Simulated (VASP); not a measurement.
# Lu (P6_3/mmc) in VASP: notebook, part 3 of 3

VASP 6.6.1. The steps go on from the part before.

## 6. Electric field gradients, PBE

This run uses another cell than the first one, of the same volume but with other edges.

INCAR

```
  ALGO = Normal
  EDIFF = 1E-8
  ENCUT = 520
  GGA = PE
  ISIF = 2
  ISMEAR = -1
  LASPH = T
  LCHARG = F
  LEFG = T
  LREAL = F
  LWAVE = F
  NBANDS = 32
  NELM = 80
  PREC = Accurate
  SIGMA = 0.03
```

KPOINTS

```
k-points
0
Gamma
  13 13 8
```

POSCAR

```
Lu
1.0
    3.5098988894      0.0000000000      0.0000000000
   -1.7549494447      3.0396616030      0.0000000000
    0.0000000000      0.0000000000      5.5666000000
Lu
2
Direct
    0.3333333333      0.6666666667      0.2500000000
    0.6666666667      0.3333333333      0.7500000000
```

Potentials or basis: VASP PAW PBE potentials, release 64 (Lu).

On the command line:

```console
$ cat potpaw_PBE.64/Lu/POTCAR > POTCAR
$ mpirun -np 1 vasp_std > vasp.out
```

OUTCAR:

```text
EDIFF = 1E-8
   ENCUT = 520
   GGA = PE
   ISIF = 2
   ISMEAR = -1
   LASPH = T
   LREAL = F
   NELM = 80
   PREC = Accurate

 ion  position               nearest neighbor table
   1  0.333  0.667  0.250-   2 3.44   2 3.44   2 3.44   2 3.44   2 3.44   2 3.44
   2  0.667  0.333  0.750-   1 3.44   1 3.44   1 3.44   1 3.44   1 3.44   1 3.44

  LATTYP: Found a hexagonal cell.
 ALAT       =     3.5098988894
 C/A-ratio  =     1.5859716121

  Lattice vectors:

 A1 = (   3.5098988894,   0.0000000000,   0.0000000000)
 A2 = (  -1.7549494447,   3.0396616030,   0.0000000000)
 A3 = (   0.0000000000,   0.0000000000,   5.5666000000)

Analysis of symmetry for initial positions (statically):
=====================================================================
 Subroutine PRICEL returns:
 Original cell was already a primitive cell.

 Routine SETGRP: Setting up the symmetry group for a
[... 1031 lines left out ...]
  energy-cutoff  :      520.00
  volume of cell :       59.39
      direct lattice vectors                 reciprocal lattice vectors
     3.509898889  0.000000000  0.000000000     0.284908492  0.164491995  0.000000000
    -1.754949445  3.039661603  0.000000000     0.000000000  0.328983989  0.000000000
     0.000000000  0.000000000  5.566600000     0.000000000  0.000000000  0.179642870

 POSITION                                       TOTAL-FORCE (eV/Angst)
 -----------------------------------------------------------------------------------
     -0.00000      2.02644      1.39165        -0.000000     -0.000000      0.000000
      1.75495      1.01322      4.17495         0.000000      0.000000      0.000000
 -----------------------------------------------------------------------------------
    total drift:                               -0.000000      0.000000     -0.000000

  FREE ENERGIE OF THE ION-ELECTRON SYSTEM (eV)
  ---------------------------------------------------
  free  energy   TOTEN  =        -9.0417577836 eV

  energy  without entropy=       -9.0309781311  energy(sigma->0) =       -9.03636796

 Electric field gradients (V/A^2)
---------------------------------------------------------------------
 ion       V_xx      V_yy      V_zz      V_xy      V_xz      V_yz
---------------------------------------------------------------------
   1     -26.804   -26.804    53.608    -0.000     0.000    -0.000
   2     -26.804   -26.804    53.608    -0.000    -0.000     0.000
---------------------------------------------------------------------

 Electric field gradients after diagonalization (V/A^2)
 (convention: |V_zz| > |V_xx| > |V_yy|)
----------------------------------------------------------------------
 ion       V_xx      V_yy      V_zz     asymmetry (V_yy - V_xx)/ V_zz
----------------------------------------------------------------------
   1     -26.804   -26.804    53.608       0.000
   2     -26.804   -26.804    53.608       0.000
----------------------------------------------------------------------

           NMR quadrupolar parameters

 Cq : quadrupolar parameter    Cq=e*Q*V_zz/h
 eta: asymmetry parameters     (V_yy - V_xx)/ V_zz
 Q  : nuclear electric quadrupole moment in mb (millibarn)
----------------------------------------------------------------------
 ion       Cq(MHz)       eta       Q (mb)
----------------------------------------------------------------------
   1       0.130       0.000       1.000
   2       0.130       0.000       1.000
----------------------------------------------------------------------
```

OSZICAR:

```text
N       E                     dE             d eps       ncg     rms          rms(c)
DAV:   1     0.249429538427E+03    0.24943E+03   -0.19292E+04  9696   0.510E+03
DAV:   2     0.212789527580E+02   -0.22815E+03   -0.21945E+03  7320   0.564E+02
DAV:   3    -0.656323722818E+01   -0.27842E+02   -0.27411E+02  9704   0.119E+02
DAV:   4    -0.913508896475E+01   -0.25719E+01   -0.25551E+01 10216   0.247E+01
DAV:   5    -0.921005050348E+01   -0.74962E-01   -0.74933E-01 10368   0.443E+00    0.495E+00
DAV:   6    -0.907996594416E+01    0.13008E+00   -0.40383E-01 10712   0.782E+00    0.234E+00
DAV:   7    -0.904457936587E+01    0.35387E-01   -0.93646E-02  9800   0.188E+00    0.437E-01
DAV:   8    -0.904151034431E+01    0.30690E-02   -0.12014E-02 11128   0.904E-01    0.146E-01
DAV:   9    -0.904174670159E+01   -0.23636E-03   -0.14069E-03  8192   0.280E-01    0.109E-01
DAV:  10    -0.904175851378E+01   -0.11812E-04   -0.24764E-04 10808   0.108E-01    0.707E-03
DAV:  11    -0.904175885896E+01   -0.34519E-06   -0.88942E-06  9104   0.198E-02    0.110E-02
DAV:  12    -0.904175813832E+01    0.72065E-06   -0.13625E-06  8896   0.102E-02    0.177E-03
DAV:  13    -0.904175785201E+01    0.28631E-06   -0.73496E-08  8448   0.253E-03    0.198E-04
DAV:  14    -0.904175778288E+01    0.69129E-07   -0.65791E-09  5664   0.698E-04    0.225E-05
DAV:  15    -0.904175778359E+01   -0.70577E-09   -0.18380E-09  4672   0.506E-04
   1 F= -.90417578E+01 E0= -.90363680E+01  d E =-.107797E-01
```

stdout:

```text
POSCAR found type information on POSCAR Lu
 POSCAR found :  1 types and       2 ions
 scaLAPACK will be used
 LDA part: xc-table for (Slater+PW92), standard interpolation
 POSCAR, INCAR and KPOINTS ok, starting setup
 FFT: planning ... GRIDC
 FFT: planning ... GRID_SOFT
 FFT: planning ... GRID
 WAVECAR not read
 entering main loop
ion   1

ion   2
```

Run time: 1.8 min. Hardware: 1 thread of Intel Xeon 6975P-C (Granite Rapids), shared host; peak memory 0.29 GiB.

What came out:

| Item | Value |
| --- | --- |
| Free energy | -9.0418 eV |
| Pressure | -0.8 GPa |
| Band gap on the k mesh | zero (bands 25 and 26 overlap by 1.74 eV) |
| Largest electric field gradient by atom | Lu +53.6 V/Å² |

Levels at points of the mesh, in eV from the Fermi level:
| k point | band 23 | band 24 | band 25 | band 26 | band 27 | band 28 |
| --- | --- | --- | --- | --- | --- | --- |
| (0.00, 0.00, 0.00) | -4.90 | -2.41 | 0.51 | 2.20 | 2.20 | 2.47 |
| (0.00, 0.00, 0.50) | -4.37 | -4.37 | 1.14 | 1.14 | 2.13 | 2.13 |

Electric field gradients, principal values (V/Å²):
| atom | least | middle | greatest (by size) |
| --- | --- | --- | --- |
| 1 Lu | -26.804 | -26.804 | 53.608 |
| 2 Lu | -26.804 | -26.804 | 53.608 |

Caveat: without QUAD_EFG the Cq values of the log hold for a quadrupole moment of 1 mb, not for the nuclei; spin-orbit coupling is left out, which moves the levels of the heavy elements.

## 7. The runs side by side

| cell | gap on the mesh (eV) | pressure (GPa) |
| --- | --- | --- |
| a = 3.546, b = 3.546, c = 5.455 Å, angles 90.0, 90.0, 120.0°, 2 atoms | none | -0.8 |
| a = 3.510, b = 3.510, c = 5.567 Å, angles 90.0, 90.0, 120.0°, 2 atoms | none | -0.8 |
| a = 3.450, b = 3.450, c = 5.472 Å, angles 90.0, 90.0, 120.0°, 2 atoms | none | 1.7 |
| a = 3.480, b = 3.480, c = 5.520 Å, angles 90.0, 90.0, 120.0°, 2 atoms | none | 0.4 |

Alike in all rows: task electric field gradients; level PBE; potentials or basis VASP PAW PBE potentials, release 64 (Lu); no spin polarisation; k mesh 13 × 13 × 8; cutoff (eV) 520; smearing fermi-dirac 0.03 eV.

Caveats: spin-orbit coupling is left out, which moves the levels of the heavy elements.

Total energies depend on the potentials used, so only differences within one code and one set of settings carry meaning.
